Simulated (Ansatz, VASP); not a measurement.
One calculation of BaS, two programs

File INCAR:

```
SYSTEM = BaS
ALGO = Normal
EDIFF = 1E-7
ENCUT = 520
GGA = PE
ISIF = 2
ISMEAR = -1
LASPH = .True.
LCHARG = .False.
LREAL = .False.
LWAVE = .False.
NBANDS = 15
NELM = 100
PREC = Accurate
SIGMA = 0.02
```

The input KPOINTS:

```
k-points
0
Gamma
  8 8 8
  0 0 0
```

File POSCAR:

```
BaS
1.0
    0.0000000000      3.2563884516      3.2563884516
    3.2563884516      0.0000000000      3.2563884516
    3.2563884516      3.2563884516      0.0000000000
Ba S
1 1
Direct
    0.0000000000      0.0000000000      0.0000000000
    0.5000000000      0.5000000000      0.5000000000
```

Input for Ansatz:

```yaml
crystal:
  lattice:
    - [0.0, 3.2563884516, 3.2563884516]
    - [3.2563884516, 0.0, 3.2563884516]
    - [3.2563884516, 3.2563884516, 0.0]
  atoms:
    - { symbol: Ba, position: [0.0, 0.0, 0.0] }
    - { symbol: S, position: [0.5, 0.5, 0.5] }
kpoints:
  mp_grid: { grid: [8, 8, 8] }
  band_path:
    path:
      - [0.0, 0.0, 0.0]
      - [0.5, 0.0, 0.5]
      - [0.625, 0.25, 0.625]
      - [0.375, 0.375, 0.75]
      - [0.0, 0.0, 0.0]
      - [0.5, 0.5, 0.5]
      - [0.5, 0.25, 0.75]
      - [0.5, 0.0, 0.5]
    npoints: 5
scf:
  occupations: { method: fermi_dirac, width: 0.02 }
hamiltonian:
  xc: pbe
  pseudopotentials: { kind: all_electron, lapw: { basis_error: 0.00025 } }
output:
  forces: true
  stress: true
  eigenvalues: true
```

Change from the starting cell: volume scaled by 1.06.

Alike in both runs: task single point; functional PBE; k mesh 8 × 8 × 8; occupations fermi-dirac, width 0.02 eV; no spin polarisation.

```csv
,VASP,Ansatz
version,VASP 6.6.1,Ansatz 0.2.0
potentials or method,"VASP PAW PBE potentials, release 64 (Ba_sv, S), cutoff 520 eV","all-electron LAPW, scalar-relativistic"
```

Ansatz gave:

```
gap on the k mesh at the Fermi level (eV) : 2.28
pressure (GPa)                            : -1.5
```

Task: Which values does VASP return?

Result: gap on the k mesh at the Fermi level (eV): 2.20; pressure (GPa): -1.0.

Ansatz ran all-electron here, and VASP with PAW potentials.

Spin-orbit coupling is off throughout.
